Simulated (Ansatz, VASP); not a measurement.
# One calculation of Ga, two programs

The input INCAR:

```
SYSTEM = Ga
PREC = Accurate
ENCUT = 520
EDIFF = 1E-6
ISMEAR = 0
SIGMA = 0.2
LREAL = .FALSE.
LASPH = .TRUE.
NELM = 80
ALGO = Normal
ISIF = 2
LWAVE = .FALSE.
LCHARG = .TRUE.
GGA = PE
LELF = .TRUE.
LVHAR = .TRUE.
NBANDS = 34
```

File KPOINTS:

```
Automatic mesh
0
G
  8 4 4
  0 0 0
```

POSCAR

```
Ga
1.0
    0.0000000000     -2.7160167927      0.0000000000
   -5.4320335855      0.0000000000      0.0000000000
    0.0000000000      0.0000000000     -5.4320335855
Ga
4
Direct
    0.0000000000      0.0000000000      0.0000000000
    1.0000000000      0.0000000000      0.5000000000
    0.0000000000      0.5000000000      0.0000000000
    0.0000000000      0.5000000000      0.5000000000
```

Input for Ansatz:

```yaml
crystal:
  lattice:
    - [0.0, -2.7160167927, 0.0]
    - [-5.4320335855, 0.0, 0.0]
    - [0.0, 0.0, -5.4320335855]
  atoms:
    - { symbol: Ga, position: [0.0, 0.0, 0.0] }
    - { symbol: Ga, position: [1.0, 0.0, 0.5] }
    - { symbol: Ga, position: [0.0, 0.5, 0.0] }
    - { symbol: Ga, position: [0.0, 0.5, 0.5] }
basis:
  ecutwfc: 420
kpoints:
  mp_grid: { grid: [8, 4, 4] }
hamiltonian:
  xc: pbe
scf:
  occupations: { method: gaussian, width: 0.2 }
  lower_state_search: "off"
output:
  forces: true
  stress: true
  eigenvalues: true
```

Alike in both runs: task single point; functional PBE; k mesh 8 × 4 × 4; occupations gaussian, width 0.2 eV; no spin polarisation.

|  | VASP | Ansatz |
| --- | --- | --- |
| version | VASP 6.6.1 | Ansatz 0.2.0 |
| potentials or method | VASP PAW PBE potentials, release 64 (Ga_d), cutoff 520 eV | scalar-relativistic, plane waves, PAW |
| valence electrons in the cell | 52 | 52 |

|  | VASP | Ansatz | Ansatz less VASP |
| --- | --- | --- | --- |
| gap on the k mesh at the Fermi level (eV) | none | none | - |
| pressure (GPa) | 0.8 | 0.8 | -0.02 |

A gap of «none» marks a metal or a gap that the smearing closes.
